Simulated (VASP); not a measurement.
# HfMo (Cmmm) in VASP: notebook

HfMo is run at these levels: PBE; tasks: relaxation of cell and atoms.

Everything below comes from runs of VASP 6.6.1. Logs are shortened: lines on timing, memory, paths and dates and some standing lists are left out, and cuts for length are marked.

## Step 1: The cell of the first run

The structure is orthorhombic, space group Cmmm (No. 65). Conventional cell: a = 3.342 Å, b = 4.945 Å, c = 4.447 Å, α = 90.00°, β = 90.00°, γ = 90.00°. Within 3.7 Å of Hf (site symmetry mmm) lie 8 Mo at 2.78 to 3.33 Å and 6 Hf at 2.98 to 3.34 Å. Within 3.7 Å of Mo (site symmetry mmm) lie 8 Hf at 2.78 to 3.33 Å and 6 Mo at 2.98 to 3.34 Å.

## Step 2: Relaxation of cell and atoms, PBE, target pressure 20 GPa, at which the enthalpy is minimised

INCAR

```
SYSTEM = HfMo
PREC = Accurate
ENCUT = 600
EDIFF = 1E-7
ISMEAR = -1
SIGMA = 0.05
LREAL = .False.
LASPH = .True.
NELM = 100
ALGO = Normal
ISIF = 3
LWAVE = .False.
LCHARG = .False.
GGA = PE
IBRION = 2
NSW = 60
EDIFFG = -0.01
PSTRESS = 200.0
```

KPOINTS

```
Automatic mesh
0
Gamma
  10 10 6
  0 0 0
```

POSCAR

```
HfMo
1.0
    1.6712035000     -2.4724670000      0.0000000000
    1.6712035000      2.4724670000      0.0000000000
    0.0000000000      0.0000000000      4.4470110000
Hf Mo
1 1
Direct
    0.0000000000      0.0000000000      0.0000000000
    0.5000000000      0.5000000000      0.5000000000
```

Potentials or basis: VASP PAW PBE potentials, release 64 (Hf_pv, Mo_sv).

Launch:

```
> cat potpaw_PBE.64/Hf_pv/POTCAR potpaw_PBE.64/Mo_sv/POTCAR > POTCAR
> mpirun -np 1 vasp_std > vasp.out
```

OUTCAR:

```text
SYSTEM = HfMo
   PREC = Accurate
   ENCUT = 600
   EDIFF = 1E-7
   ISMEAR = -1
   LREAL = .False.
   LASPH = .True.
   NELM = 100
   ISIF = 3
   GGA = PE
   IBRION = 2
   NSW = 60
   EDIFFG = -0.01
   PSTRESS = 200.0

 ion  position               nearest neighbor table
   1  0.000  0.000  0.000-   2 2.78   2 2.78   2 2.78   2 2.78   2 3.33   2 3.33   2 3.33   2 3.33

   2  0.500  0.500  0.500-   1 2.78   1 2.78   1 2.78   1 2.78   1 3.33   1 3.33   1 3.33   1 3.33

  LATTYP: Found a base centered orthorhombic cell.
 ALAT       =     3.3424070000
 B/A-ratio  =     1.4794529810
 C/A-ratio  =     1.3304815960

  Lattice vectors:

 A1 = (   1.6712035000,  -2.4724670000,   0.0000000000)
 A2 = (   1.6712035000,   2.4724670000,   0.0000000000)
 A3 = (   0.0000000000,   0.0000000000,   4.4470110000)

Analysis of symmetry for initial positions (statically):
=====================================================================
 Subroutine PRICEL returns:
 Original cell was already a primitive cell.

 Routine SETGRP: Setting up the symmetry group for a
 base centered orthorhombic supercell.

 Subroutine GETGRP returns: Found  8 space group operations
 (whereof  8 operations were pure point group operations)
 out of a pool of  8 trial point group operations.

The static configuration has the point symmetry D_2h.

Analysis of symmetry for dynamics (positions and initial velocities):
=====================================================================
 Subroutine PRICEL returns:
 Original cell was already a primitive cell.

 Routine SETGRP: Setting up the symmetry group for a
 base centered orthorhombic supercell.

 Subroutine GETGRP returns: Found  8 space group operations
 (whereof  8 operations were pure point group operations)
 out of a pool of  8 trial point group operations.

The dynamic configuration has the point symmetry D_2h.

 Subroutine INISYM returns: Found  8 space group operations
 (whereof  8 operations are pure point group operations),
 and found     1 'primitive' translations

----------------------------------------------------------------------------------------

                                     Primitive cell

  volume of cell :      36.7501

  direct lattice vectors                    reciprocal lattice vectors
     1.671203500 -2.472467000  0.000000000     0.299185587 -0.202227168  0.000000000
     1.671203500  2.472467000  0.000000000     0.299185587  0.202227168  0.000000000
     0.000000000  0.000000000  4.447011000     0.000000000  0.000000000  0.224870143

  length of vectors
     2.984294591  2.984294591  4.447011000     0.361120261  0.361120261  0.224870143

  position of ions in fractional coordinates (direct lattice)
     0.000000000  0.000000000  0.000000000
     0.500000000  0.500000000  0.500000000

  ion indices of the primitive-cell ions
   primitive index   ion index
                 1           1
                 2           2

----------------------------------------------------------------------------------------

 KPOINTS: Automatic mesh

Automatic generation of k-mesh.
 Grid dimensions read from file:
 generate k-points for:   10   10    6

 Generating k-lattice:

  Cartesian coordinates                     Fractional coordinates (reciprocal lattice)
     0.029918559 -0.020222717  0.000000000     0.100000000  0.000000000  0.000000000
     0.029918559  0.020222717  0.000000000     0.000000000  0.100000000  0.000000000
     0.000000000  0.000000000  0.037478357     0.000000000  0.000000000  0.166666667

  Length of vectors
     0.036112026  0.036112026  0.037478357

  Shift w.r.t. Gamma in fractional coordinates (k-lattice)
     0.000000000  0.000000000  0.000000000

 Subroutine IBZKPT returns following result:
 ===========================================

 Found    124 irreducible k-points:

 Following reciprocal coordinates:
            Coordinates               Weight
  0.000000  0.000000  0.000000      1.000000
  0.100000  0.000000  0.000000      4.000000
  0.200000  0.000000  0.000000      4.000000
  0.300000  0.000000  0.000000      4.000000
  0.400000 -0.000000  0.000000      4.000000
  0.500000  0.000000  0.000000      2.000000
[... 16 lines left out ...]
  0.300000  0.300000  0.000000      2.000000
  0.400000  0.300000  0.000000      4.000000
 [... further k-points ...]
   k-points           NKPTS =    124   k-points in BZ     NKDIM =    124   number of bands    NBANDS=     16
   number of dos      NEDOS =    301   number of ions     NIONS =      2
   total plane-waves  NPLWV =  20736
   dimension x,y,z NGX =    24 NGY =   24 NGZ =   36
   dimension x,y,z NGXF=    48 NGYF=   48 NGZF=   72
   ions per type =               1   1
   NGX,Y,Z   is equivalent  to a cutoff of  13.37, 13.37, 13.46 a.u.
   NGXF,Y,Z  is equivalent  to a cutoff of  26.74, 26.74, 26.92 a.u.
 SYSTEM =  HfMo
   PREC   = accura    normal or accurate (medium, high low for compatibility)
   ISTART =      0    job   : 0-new  1-cont  2-samecut
   ICHARG =      2    charge: 1-file 2-atom 10-const
   ISPIN  =      1    spin polarized calculation?
   LNONCOLLINEAR =      F non collinear calculations
   LSORBIT =      F    spin-orbit coupling
   LASPH  =      T    aspherical Exc in radial PAW
   ENCUT  =  600.0 eV  44.10 Ry    6.64 a.u.   5.96  5.96  8.88*2*pi/ulx,y,z
   NELM   =    100;   NELMIN=  2; NELMDL= -5     # of ELM steps
   EDIFF  = 0.1E-06   stopping-criterion for ELM
   LREAL  =      F    real-space projection
   EDIFFG = -.1E-01   stopping-criterion for IOM
   NSW    =     60    number of steps for IOM
   IBRION =      2    ionic relax: 0-MD 1-quasi-New 2-CG
   NFREE  =      1    steps in history (QN), initial steepest desc. (CG)
   ISIF   =      3    stress and relaxation
   ISYM   =      2    0-nonsym 1-usesym 2-fastsym
   POTIM  = 0.5000    time-step for ionic-motion
   TEBEG  =    0.0;   TEEND  =   0.0 temperature during run
   PSTRESS=  200.0 pullay stress
   NELECT =      24.0000    total number of electrons
   NUPDOWN=      -1.0000    fix difference up-down
   EMIN   =  10.00;   EMAX   =-10.00  energy-range for DOS
   EFERMI =   0.00;   METHOD = LEGACY
   ISMEAR =    -1;   SIGMA  =   0.05  broadening in eV -4-tet -1-fermi 0-gaus
   EFERMI_NEDOS =   21; number of points for ismear=-14 and -15
   IALGO  =     38    algorithm
   IMIX   =      4    mixing-type and parameters
     AMIX     =   0.40;   BMIX     =  1.00
     AMIX_MAG =   1.60;   BMIX_MAG =  1.00
  volume/ion in A,a.u.               =      18.38       124.00
  Fermi-wavevector in a.u.,A,eV,Ry     =   1.420341  2.684055 27.447958  2.017368
  Thomas-Fermi vector in A             =   2.541266
   LORBIT       =      0    0 simple, 1 ext, 2 COOP (PROOUT), +10 PAW based schemes
   GGA     = PE    functional components
   LHFCALC =     F    Hartree Fock is set to
   AEXX    =    0.0000 exact exchange contribution
   IVDW    =     0    specifies the selected vdW correction
   LEPSILON=     F    determine dielectric tensor
   LRPA    =     F    only Hartree local field effects (RPA)
 conjugate gradient relaxation of ions
 non-spin polarized calculation
  energy-cutoff  :      600.00
  volume of cell :       36.75
 maximum number of plane-waves:      1256
   NGX = 11   NGY = 11   NGZ = 17

--------------------------------------- Ionic step        1  -------------------------------------------

 number of electron      23.9999998 magnetization

 Free energy of the ion-electron system (eV)
  ---------------------------------------------------
  ext. energy  EPLUGINS =         0.00000000
  ---------------------------------------------------
  free energy    TOTEN  =       -20.70249494 eV

  energy without entropy =      -20.68515958  energy(sigma->0) =      -20.69382726

------------------------ aborting loop because EDIFF is reached ----------------------------------------

  FORCE on cell =-STRESS in cart. coord.  units (eV):
  Direction    XX          YY          ZZ          XY          YZ          ZX
  --------------------------------------------------------------------------------------
  -------------------------------------------------------------------------------------
  Total        0.1271832     -0.2443742     -0.0233006      0.0000000      0.0000000      0.0000000
  in kB        5.5447546    -10.6538811     -1.0158284      0.0000000      0.0000000      0.0000000
  external PRESSURE =    -202.0416516 kB  Pullay stress =     200.0000000 kB
[... 23 lines left out ...]
  enthalpy is  TOTEN    =       -16.1149804038 eV   P V=        4.5875145315

--------------------------------------- Ionic step        2  -------------------------------------------

 number of electron      23.9999999 magnetization

 E-fermi :  12.1745     XC(G=0): -14.2766

 val. band max:       12.1710132812   @ k =   0.5000   0.2000   0.1667
 cond. band min:      12.1757539164   @ k =   0.1000   0.1000   0.3333
 fundamental gap:      0.0047406352
 Fermi energy:        12.1744756598

 k-point     1 :       0.0000    0.0000    0.0000
  band No.  band energies     occupation
      1     -48.0225      2.00000
      2     -22.9422      2.00000
      3     -21.6939      2.00000
      4     -21.2594      2.00000
      5     -16.7416      2.00000
      6     -16.2051      2.00000
[... 8 lines left out ...]
     15      15.9326      0.00000
     16      17.5643      0.00000
[... 504 lines left out ...]
  FREE ENERGIE OF THE ION-ELECTRON SYSTEM (eV)
  ---------------------------------------------------
  free  energy   TOTEN  =       -20.5395969880 eV

  energy  without entropy=      -20.5271055159  energy(sigma->0) =      -20.53335125

  enthalpy is  TOTEN    =       -16.3615249195 eV   P V=        4.1780720685

[... ionic steps 4 to 9 ...]

--------------------------------------- Ionic step       10  -------------------------------------------

 number of electron      24.0000000 magnetization

------------------------ aborting loop because EDIFF is reached ----------------------------------------

  FORCE on cell =-STRESS in cart. coord.  units (eV):
  Direction    XX          YY          ZZ          XY          YZ          ZX
  --------------------------------------------------------------------------------------
  -------------------------------------------------------------------------------------
  Total        4.0901041      4.1431492      4.1434674      0.0000000      0.0000000      0.0000000
  in kB      198.0464057    200.6148960    200.6303017      0.0000000      0.0000000      0.0000000
  external PRESSURE =      -0.2361322 kB  Pullay stress =     200.0000000 kB
[... 61 lines left out ...]
  enthalpy is  TOTEN    =       -16.3670637712 eV   P V=        4.1306676422

--------------------------------------- Ionic step       12  -------------------------------------------

 number of electron      24.0000000 magnetization

 Free energy of the ion-electron system (eV)
  ---------------------------------------------------
  ext. energy  EPLUGINS =         0.00000000
  ---------------------------------------------------
  free energy    TOTEN  =       -20.49726758 eV

  energy without entropy =      -20.48429809  energy(sigma->0) =      -20.49078284

 E-fermi :   8.9968     XC(G=0): -12.8836

 val. band max:        8.9750860516   @ k =  -0.3000   0.2000   0.0000
 cond. band min:       9.0106081202   @ k =   0.3000   0.1000   0.0000
 fundamental gap:      0.0355220686
 Fermi energy:         8.9967664236

 k-point     1 :       0.0000    0.0000    0.0000
  band No.  band energies     occupation
      1     -51.2273      2.00000
      2     -25.5449      2.00000
      3     -25.0641      2.00000
      4     -24.9184      2.00000
      5     -20.4943      2.00000
      6     -20.1871      2.00000
[... 8 lines left out ...]
     15      11.8259      0.00000
     16      12.1622      0.00000
[... 466 lines left out ...]
  FREE ENERGIE OF THE ION-ELECTRON SYSTEM (eV)
  ---------------------------------------------------
  free  energy   TOTEN  =       -20.4972675820 eV

  energy  without entropy=      -20.4842980914  energy(sigma->0) =      -20.49078284

  enthalpy is  TOTEN    =       -16.3670906787 eV   P V=        4.1301769032

 reached required accuracy - stopping structural energy minimisation
```

Run time: 3.2 min. Hardware: 1 thread of Intel Xeon 6975P-C (Granite Rapids), shared host; peak memory 0.25 GiB.

Results:

| Property | Result |
| --- | --- |
| Free energy | -20.4973 eV |
| Relaxed volume | 16.54 Å³/atom |
| Relaxed cell | a = 2.863 Å, b = 2.863 Å, c = 4.334 Å, α = 90.00°, β = 90.00°, γ = 111.38° |
| Space group after relaxing (to 0.1 Å) | Cmmm (No. 65) |
| Energy change on relaxing (the run minimises the enthalpy) | +102.6 meV/atom |
| Ionic steps | 12 |
| Pressure after relaxing | 20.0 GPa |
| Band gap on the k mesh | zero (bands 12 and 13 overlap by 3.17 eV) |

Step by step:
| step | energy change (eV) | largest force (eV/Å) | pressure (GPa) | volume (Å³) |
| --- | --- | --- | --- | --- |
| 1 | 0.0000 | 0.0000 | -0.20 | 36.75 |
| 2 | 2.9006 | 0.0000 | 113.45 | 25.75 |
| 3 | 0.1629 | 0.0000 | 17.46 | 33.47 |
| 4 | 0.1961 | 0.0000 | 19.48 | 33.18 |
| 5 | 0.2055 | 0.0000 | 20.01 | 33.10 |
| 6 | 0.2144 | 0.0000 | 20.51 | 33.03 |
| 7 | 0.2152 | 0.0000 | 20.58 | 33.01 |
| 8 | 0.2160 | 0.0000 | 20.60 | 33.00 |
| 9 | 0.1830 | 0.0000 | 18.69 | 33.27 |
| 10 | 0.2050 | 0.0000 | 19.98 | 33.09 |
| 11 | 0.2048 | 0.0000 | 19.96 | 33.09 |
| 12 | 0.2052 | 0.0000 | 19.97 | 33.09 |

Final structure:
```
Hf Mo
1.0
     1.61391   -2.36496    0.00000
     1.61391    2.36496    0.00000
     0.00000    0.00000    4.33426
Hf Mo
1 1
Direct
  0.00000 0.00000 0.00000
  0.50000 0.50000 0.50000
```

Levels at points of the mesh, in eV from the Fermi level:
```csv
k point,band 9,band 10,band 11,band 12,band 13,band 14,band 15,band 16
"(0.00, 0.00, 0.00)",-4.44,-2.01,-0.48,0.07,1.44,2.15,2.83,3.17
"(0.50, 0.00, 0.00)",-2.88,-1.71,-0.95,-0.68,0.02,1.53,2.92,4.71
"(0.50, 0.50, 0.00)",-4.36,-4.26,-2.25,1.68,4.07,4.12,5.38,6.67
"(0.00, 0.00, 0.50)",-4.31,-1.39,-0.45,0.35,1.19,1.26,1.42,1.90
"(0.50, 0.00, 0.50)",-4.25,-2.20,-1.68,2.18,2.53,2.64,2.79,5.21
"(0.50, 0.50, 0.50)",-2.73,-2.48,-1.80,0.02,0.81,2.14,3.11,4.19
```

Caveat: the cell is relaxed towards a set pressure, so the run minimises the enthalpy, not the energy; spin-orbit coupling is left out, which moves the levels of the heavy elements.

## Step 3: Relaxation of cell and atoms, PBE, target pressure 30 GPa, at which the enthalpy is minimised

INCAR

```
SYSTEM = HfMo
ALGO = Normal
EDIFF = 1E-6
EDIFFG = -0.01
ENCUT = 600
GGA = PE
IBRION = 2
ISIF = 3
ISMEAR = -1
LASPH = .True.
LCHARG = .False.
LREAL = .False.
LWAVE = .False.
NELM = 60
NSW = 60
PREC = Accurate
PSTRESS = 300.0
SIGMA = 0.05
```

KPOINTS

```
k-points
0
Gamma
  10 10 6
  0 0 0
```

POSCAR is that of step 2.

Potentials or basis: VASP PAW PBE potentials, release 64 (Hf_pv, Mo_sv).

Launch:

```
> cat potpaw_PBE.64/Hf_pv/POTCAR potpaw_PBE.64/Mo_sv/POTCAR > POTCAR
> mpirun -np 1 vasp_std > vasp.out
```

It took 2.6 min on 1 thread of Intel Xeon 6975P-C (Granite Rapids), shared host; peak memory 0.24 GiB.

It converged, with:

```
Free energy                                                : -20.2976 eV
Relaxed volume                                             : 15.90 Å³/atom
Relaxed cell                                               : a = 2.822 Å, b = 2.822 Å, c = 4.290 Å, α = 90.00°, β = 90.00°, γ = 111.42°
Space group after relaxing (to 0.1 Å)                      : Cmmm (No. 65)
Energy change on relaxing (the run minimises the enthalpy) : +202.4 meV/atom
Ionic steps                                                : 11
Pressure after relaxing                                    : 30.0 GPa
Band gap on the k mesh                                     : zero (bands 12 and 13 overlap by 3.46 eV)
```

Stress tensor (GPa, compression positive):
```
29.96  0.00  0.00
 0.00 30.07  0.00
 0.00  0.00 30.09
```

The path:
| step | energy change (eV) | largest force (eV/Å) | pressure (GPa) | volume (Å³) |
| --- | --- | --- | --- | --- |
| 1 | 0.0000 | 0.0000 | -0.20 | 36.75 |
| 2 | 7.7939 | 0.0000 | 252.04 | 21.24 |
| 3 | 0.2756 | 0.0000 | 23.76 | 32.59 |
| 4 | 0.3622 | 0.0000 | 28.06 | 32.06 |
| 5 | 0.4047 | 0.0000 | 30.06 | 31.82 |
| 6 | 0.3873 | 0.0000 | 29.27 | 31.92 |
| 7 | 0.3892 | 0.0000 | 29.34 | 31.88 |
| 8 | 0.3911 | 0.0000 | 29.38 | 31.87 |
| 9 | 0.4405 | 0.0000 | 31.63 | 31.61 |
| 10 | 0.4056 | 0.0000 | 30.07 | 31.79 |
| 11 | 0.4049 | 0.0000 | 30.04 | 31.80 |

Final structure:
```
Hf Mo
1.0
     1.58966   -2.33135    0.00000
     1.58966    2.33135    0.00000
     0.00000    0.00000    4.29004
Hf Mo
1 1
Direct
  0.00000 0.00000 0.00000
  0.50000 0.50000 0.50000
```

Levels at points of the mesh, in eV from the Fermi level:
```csv
k point,band 9,band 10,band 11,band 12,band 13,band 14,band 15,band 16
"(0.00, 0.00, 0.00)",-4.65,-2.14,-0.50,0.03,1.43,2.25,2.91,3.39
"(0.50, 0.00, 0.00)",-2.96,-1.80,-0.89,-0.76,0.03,1.60,3.10,4.85
"(0.50, 0.50, 0.00)",-4.58,-4.53,-2.36,1.91,4.19,4.36,5.57,7.00
"(0.00, 0.00, 0.50)",-4.39,-1.49,-0.45,0.30,1.15,1.31,1.50,1.99
"(0.50, 0.00, 0.50)",-4.45,-2.36,-1.81,2.38,2.79,2.82,2.91,5.43
"(0.50, 0.50, 0.50)",-2.90,-2.58,-1.90,0.03,0.85,2.20,3.19,4.43
```

Caveat: the cell is relaxed towards a set pressure, so the run minimises the enthalpy, not the energy; spin-orbit coupling is left out, which moves the levels of the heavy elements.

The gap in the log of VASP goes by the Fermi energy; the results here count the filled bands.